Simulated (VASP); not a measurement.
# SnTe (F-43m) in VASP: single point with r2SCAN

Aim: the single point of SnTe with r2SCAN.

Program: VASP 6.6.1. These are calculated values, not measurements. Logs are shortened: lines on timing, memory, paths and dates and some standing lists are left out, and cuts for length are marked.

## (1) The cell of the first run

The structure is cubic, space group F-43m (No. 216). Conventional cell: a = 7.222 Å, b = 7.222 Å, c = 7.222 Å, α = 90.00°, β = 90.00°, γ = 90.00°. Within 4.1 Å of Sn (site symmetry -43m) lie 4 Te at 3.13 Å. Within 4.1 Å of Te (site symmetry -43m) lie 4 Sn at 3.13 Å.

## (2) Single point, r2SCAN

File POSCAR:

```
SnTe
1.0
    0.0000000000      7.2223000000      7.2223000000
    7.2223000000      0.0000000000      7.2223000000
    7.2223000000      7.2223000000      0.0000000000
Sn Te
8 8
Direct
    0.0000000000      0.0000000000      0.0000000000
    0.0000000000      0.0000000000      0.5000000000
    0.0000000000      0.5000000000      0.0000000000
    0.0000000000      0.5000000000      0.5000000000
    0.5000000000      0.0000000000      0.0000000000
    0.5000000000      0.0000000000      0.5000000000
    0.5000000000      0.5000000000      0.0000000000
    0.5000000000      0.5000000000      0.5000000000
    0.3750000000      0.3750000000      0.3750000000
    0.3750000000      0.3750000000      0.8750000000
    0.3750000000      0.8750000000      0.3750000000
    0.3750000000      0.8750000000      0.8750000000
    0.8750000000      0.3750000000      0.3750000000
    0.8750000000      0.3750000000      0.8750000000
    0.8750000000      0.8750000000      0.3750000000
    0.8750000000      0.8750000000      0.8750000000
```

File INCAR.step1:

```
SYSTEM = SnTe
PREC     = Accurate       ! precision mode
ENCUT    = 550            ! plane-wave cutoff, eV
ISMEAR   = -1             ! smearing method
SIGMA    = 0.05           ! smearing width, eV
LREAL    = .False.        ! projectors in reciprocal space
LASPH    = .True.         ! aspherical terms in the spheres
NELM     = 120            ! most SCF steps
NBANDS   = 94             ! bands
GGA      = PE             ! functional
ALGO     = Normal         ! electronic algorithm
EDIFF    = 1E-5           ! SCF threshold, eV
LWAVE    = .True.         ! write WAVECAR
LCHARG   = .False.        ! write CHGCAR
GGA_COMPAT= .False.
```

File INCAR.step2:

```
SYSTEM = SnTe
PREC     = Accurate       ! precision mode
ENCUT    = 550            ! plane-wave cutoff, eV
EDIFF    = 1E-6           ! SCF threshold, eV
ISMEAR   = -1             ! smearing method
SIGMA    = 0.05           ! smearing width, eV
LREAL    = .False.        ! projectors in reciprocal space
LASPH    = .True.         ! aspherical terms in the spheres
NELM     = 120            ! most SCF steps
ALGO     = Normal         ! electronic algorithm
ISIF     = 2              ! what is computed and relaxed
LWAVE    = .False.        ! write WAVECAR
LCHARG   = .False.        ! write CHGCAR
METAGGA  = R2SCAN         ! meta-GGA
LMIXTAU  = .True.       
NBANDS   = 94             ! bands
ISTART   = 1            
GGA_COMPAT= .False.
```

File KPOINTS:

```
Automatic mesh
0
Gamma
  2 2 2
  0 0 0
```

Potentials or basis: VASP PAW PBE potentials, release 64 (Sn_d, Te).

The run is started by

```
$ cat potpaw_PBE.64/Sn_d/POTCAR potpaw_PBE.64/Te/POTCAR > POTCAR
$ cp INCAR.step1 INCAR
$ mpirun -np 1 vasp_std > vasp.out
$ cp INCAR.step2 INCAR
$ mpirun -np 1 vasp_std > vasp.out
```

OUTCAR:

```text
SYSTEM = SnTe
   PREC = Accurate
   ENCUT = 550
   EDIFF = 1E-6
   ISMEAR = -1
   LREAL = .False.
   LASPH = .True.
   NELM = 120
   ISIF = 2
   METAGGA = R2SCAN
   ISTART = 1

 ion  position               nearest neighbor table
   1  0.000  0.000  0.000-  12 3.13  14 3.13  15 3.13  16 3.13
   2  0.000  0.000  0.500-  11 3.13  13 3.13  16 3.13  15 3.13
   3  0.000  0.500  0.000-  10 3.13  13 3.13  16 3.13  14 3.13
   4  0.000  0.500  0.500-   9 3.13  14 3.13  15 3.13  13 3.13
   5  0.500  0.000  0.000-  10 3.13  11 3.13  16 3.13  12 3.13
   6  0.500  0.000  0.500-   9 3.13  12 3.13  15 3.13  11 3.13
[... 8 lines left out ...]
  15  0.875  0.875  0.375-   1 3.13   4 3.13   6 3.13   2 3.13
  16  0.875  0.875  0.875-   2 3.13   3 3.13   5 3.13   1 3.13

  LATTYP: Found a face centered cubic cell.
 ALAT       =    14.4446000000

  Lattice vectors:

 A1 = (   0.0000000000,   7.2223000000,   7.2223000000)
 A2 = (   7.2223000000,   0.0000000000,   7.2223000000)
 A3 = (   7.2223000000,   7.2223000000,   0.0000000000)

Analysis of symmetry for initial positions (statically):
=====================================================================
 Subroutine PRICEL returns following result:

  LATTYP: Found a face centered cubic cell.
 ALAT       =     7.2223000000

  Lattice vectors:

 A1 = (   0.0000000000,   3.6111500000,   3.6111500000)
 A2 = (   3.6111500000,   0.0000000000,   3.6111500000)
 A3 = (   3.6111500000,   3.6111500000,   0.0000000000)

   8 primitive cells build up your supercell.

 Routine SETGRP: Setting up the symmetry group for a
 face centered cubic supercell.

 Subroutine GETGRP returns: Found 24 space group operations
 (whereof 24 operations were pure point group operations)
 out of a pool of 48 trial point group operations.

The static configuration has the point symmetry T_d .

Analysis of symmetry for dynamics (positions and initial velocities):
=====================================================================
 Subroutine PRICEL returns following result:

  LATTYP: Found a face centered cubic cell.
 ALAT       =     7.2223000000

  Lattice vectors:

 A1 = (   0.0000000000,   3.6111500000,   3.6111500000)
 A2 = (   3.6111500000,   0.0000000000,   3.6111500000)
 A3 = (   3.6111500000,   3.6111500000,   0.0000000000)

   8 primitive cells build up your supercell.

 Routine SETGRP: Setting up the symmetry group for a
 face centered cubic supercell.

 Subroutine GETGRP returns: Found 24 space group operations
 (whereof 24 operations were pure point group operations)
 out of a pool of 48 trial point group operations.

The dynamic configuration has the point symmetry T_d .

 Subroutine INISYM returns: Found 24 space group operations
 (whereof 24 operations are pure point group operations),
 and found     8 'primitive' translations

----------------------------------------------------------------------------------------

                                     Primitive cell

  volume of cell :      94.1817

  direct lattice vectors                    reciprocal lattice vectors
     0.000000000  3.611150000  3.611150000    -0.138460047  0.138460047  0.138460047
     3.611150000  0.000000000  3.611150000     0.138460047 -0.138460047  0.138460047
     3.611150000  3.611150000  0.000000000     0.138460047  0.138460047 -0.138460047

  length of vectors
     5.106937306  5.106937306  5.106937306     0.239819837  0.239819837  0.239819837

  position of ions in fractional coordinates (direct lattice)
     0.000000000  0.000000000  0.000000000
     0.750000000  0.750000000  0.750000000

  ion indices of the primitive-cell ions
   primitive index   ion index
                 1           1
                 2          16

----------------------------------------------------------------------------------------

 KPOINTS: Automatic mesh

Automatic generation of k-mesh.
 Grid dimensions read from file:
 generate k-points for:    2    2    2

 Generating k-lattice:

  Cartesian coordinates                     Fractional coordinates (reciprocal lattice)
    -0.034615012  0.034615012  0.034615012     0.500000000  0.000000000  0.000000000
     0.034615012 -0.034615012  0.034615012     0.000000000  0.500000000  0.000000000
     0.034615012  0.034615012 -0.034615012     0.000000000  0.000000000  0.500000000

  Length of vectors
     0.059954959  0.059954959  0.059954959

  Shift w.r.t. Gamma in fractional coordinates (k-lattice)
     0.000000000  0.000000000  0.000000000

 Subroutine IBZKPT returns following result:
 ===========================================

 Found      3 irreducible k-points:

 Following reciprocal coordinates:
            Coordinates               Weight
  0.000000  0.000000  0.000000      1.000000
  0.500000  0.000000  0.000000      4.000000
  0.500000  0.500000  0.000000      3.000000
   k-points           NKPTS =      3   k-points in BZ     NKDIM =      3   number of bands    NBANDS=     94
   number of dos      NEDOS =    301   number of ions     NIONS =     16
   total plane-waves  NPLWV = 512000
   dimension x,y,z NGX =    80 NGY =   80 NGZ =   80
   dimension x,y,z NGXF=   160 NGYF=  160 NGZF=  160
   ions per type =               8   8
   NGX,Y,Z   is equivalent  to a cutoff of  13.02, 13.02, 13.02 a.u.
   NGXF,Y,Z  is equivalent  to a cutoff of  26.04, 26.04, 26.04 a.u.
 SYSTEM =  SnTe
   PREC   = accura    normal or accurate (medium, high low for compatibility)
   ISTART =      1    job   : 0-new  1-cont  2-samecut
   ICHARG =      0    charge: 1-file 2-atom 10-const
   ISPIN  =      1    spin polarized calculation?
   LNONCOLLINEAR =      F non collinear calculations
   LSORBIT =      F    spin-orbit coupling
   LASPH  =      T    aspherical Exc in radial PAW
   ENCUT  =  550.0 eV  40.42 Ry    6.36 a.u.  19.53 19.53 19.53*2*pi/ulx,y,z
   NELM   =    120;   NELMIN=  2; NELMDL=  0     # of ELM steps
   EDIFF  = 0.1E-05   stopping-criterion for ELM
   LREAL  =      F    real-space projection
   EDIFFG = 0.1E-04   stopping-criterion for IOM
   NSW    =      0    number of steps for IOM
   IBRION =     -1    ionic relax: 0-MD 1-quasi-New 2-CG
   NFREE  =      0    steps in history (QN), initial steepest desc. (CG)
   ISIF   =      2    stress and relaxation
   ISYM   =      2    0-nonsym 1-usesym 2-fastsym
   POTIM  = 0.5000    time-step for ionic-motion
   TEBEG  =    0.0;   TEEND  =   0.0 temperature during run
   PSTRESS=    0.0 pullay stress
   NELECT =     160.0000    total number of electrons
   NUPDOWN=      -1.0000    fix difference up-down
   EMIN   =  10.00;   EMAX   =-10.00  energy-range for DOS
   EFERMI =   0.00;   METHOD = LEGACY
   ISMEAR =    -1;   SIGMA  =   0.05  broadening in eV -4-tet -1-fermi 0-gaus
   EFERMI_NEDOS =   21; number of points for ismear=-14 and -15
   IALGO  =     38    algorithm
   IMIX   =      4    mixing-type and parameters
     AMIX     =   0.40;   BMIX     =  1.00
     AMIX_MAG =   1.60;   BMIX_MAG =  1.00
  volume/ion in A,a.u.               =      47.09       317.78
  Fermi-wavevector in a.u.,A,eV,Ry     =   0.976703  1.845702 12.979268  0.953949
  Thomas-Fermi vector in A             =   2.107343
   LORBIT       =      0    0 simple, 1 ext, 2 COOP (PROOUT), +10 PAW based schemes
   METAGGA = R2SCAN    functional components
   LHFCALC =     F    Hartree Fock is set to
   AEXX    =    0.0000 exact exchange contribution
   IVDW    =     0    specifies the selected vdW correction
   LEPSILON=     F    determine dielectric tensor
   LRPA    =     F    only Hartree local field effects (RPA)
 non-spin polarized calculation
  energy-cutoff  :      550.00
  volume of cell :      753.45
 maximum number of plane-waves:     22123
 NGX is ok and might be reduce to    80
   NGX = 39   NGY = 39   NGZ = 39

 number of electron     159.9999995 magnetization

 Free energy of the ion-electron system (eV)
  ---------------------------------------------------
  ext. energy  EPLUGINS =         0.00000000
  ---------------------------------------------------
  free energy    TOTEN  =      -400.61470369 eV

  energy without entropy =     -400.56681455  energy(sigma->0) =     -400.59075912

 E-fermi :   3.1950     XC(G=0):  -7.9623

 val. band max:        3.0929314903   @ k =   0.5000   0.5000   0.0000
 cond. band min:       3.2567126082   @ k =   0.0000   0.0000   0.0000
 fundamental gap:      0.1637811179
 Fermi energy:         3.1950294898

 k-point     1 :       0.0000    0.0000    0.0000
  band No.  band energies     occupation
      1     -19.4705      2.00000
      2     -19.4705      2.00000
      3     -19.4705      2.00000
      4     -19.4680      2.00000
      5     -19.4680      2.00000
      6     -19.4680      2.00000
[... 84 lines left out ...]
     91       4.9960      0.00000
     92       4.9960      0.00000

 k-point     2 :       0.5000    0.0000    0.0000
  band No.  band energies     occupation
      1     -19.4691      2.00000
      2     -19.4691      2.00000
      3     -19.4691      2.00000
      4     -19.4691      2.00000
      5     -19.4691      2.00000
      6     -19.4691      2.00000
[... 84 lines left out ...]
     91       4.9348      0.00000
     92       4.9348      0.00000

 k-point     3 :       0.5000    0.5000    0.0000
  band No.  band energies     occupation
      1     -19.4693      2.00000
      2     -19.4693      2.00000
      3     -19.4685      2.00000
      4     -19.4685      2.00000
      5     -19.4682      2.00000
      6     -19.4682      2.00000
[... 84 lines left out ...]
     91       5.2365      0.00000
     92       5.2365      0.00000
 [bands above 92 left out]

------------------------ aborting loop because EDIFF is reached ----------------------------------------

  FORCE on cell =-STRESS in cart. coord.  units (eV):
  Direction    XX          YY          ZZ          XY          YZ          ZX
  --------------------------------------------------------------------------------------
  -------------------------------------------------------------------------------------
  Total       -3.7609113     -3.7609113     -3.7609113     -0.0000000      0.0000000      0.0000000
  in kB       -7.9973684     -7.9973684     -7.9973684     -0.0000000      0.0000000      0.0000000
  external PRESSURE =      -7.9973684 kB  Pullay stress =       0.0000000 kB

 VOLUME and BASIS-vectors are now :
 -----------------------------------------------------------------------------
  energy-cutoff  :      550.00
  volume of cell :      753.45
      direct lattice vectors                 reciprocal lattice vectors
     0.000000000  7.222300000  7.222300000    -0.069230024  0.069230024  0.069230024
     7.222300000  0.000000000  7.222300000     0.069230024 -0.069230024  0.069230024
     7.222300000  7.222300000  0.000000000     0.069230024  0.069230024 -0.069230024

 POSITION                                       TOTAL-FORCE (eV/Angst)
 -----------------------------------------------------------------------------------
      0.00000      0.00000      0.00000        -0.000000     -0.000000     -0.000000
      3.61115      3.61115      0.00000         0.000000     -0.000000      0.000000
      3.61115      0.00000      3.61115        -0.000000      0.000000      0.000000
      7.22230      3.61115      3.61115         0.000000     -0.000000     -0.000000
      0.00000      3.61115      3.61115        -0.000000      0.000000     -0.000000
      3.61115      7.22230      3.61115         0.000000     -0.000000     -0.000000
[... 8 lines left out ...]
      9.02787      9.02787     12.63903         0.000000      0.000000      0.000000
     12.63903     12.63903     12.63903         0.000000     -0.000000     -0.000000
 -----------------------------------------------------------------------------------
    total drift:                                0.000000      0.000000      0.000000

  FREE ENERGIE OF THE ION-ELECTRON SYSTEM (eV)
  ---------------------------------------------------
  free  energy   TOTEN  =      -400.6147036867 eV

  energy  without entropy=     -400.5668145483  energy(sigma->0) =     -400.59075912
```

Run time: 18 min. Hardware: 1 thread of Intel Xeon 6975P-C (Granite Rapids), shared host; peak memory 1.1 GiB.

Results:

```yaml
Free_energy: -400.6147 eV
Pressure: -0.8 GPa
Band_gap_on_the_k_mesh: 0.16 eV
```

Levels at points of the mesh, in eV from the valence-band top:
```
           k point  band 76  band 77  band 78  band 79  band 80  band 81  band 82  band 83  band 84  band 85
(0.00, 0.00, 0.00)    -2.12    -2.12    -0.74    -0.74    -0.74     0.16     0.16     0.16     1.06     1.06
(0.50, 0.00, 0.00)    -0.72    -0.72    -0.72    -0.72    -0.72     1.20     1.20     1.20     1.20     1.20
(0.50, 0.50, 0.00)    -0.96    -0.96    -0.96     0.00     0.00     0.41     0.41     1.49     1.49     1.91
```

Caveat: semilocal functionals underestimate gaps, and a narrow one can read as zero; the PAW data sets were made with another functional, which shifts forces and pressure a little; spin-orbit coupling is left out, which moves the levels of the heavy elements.
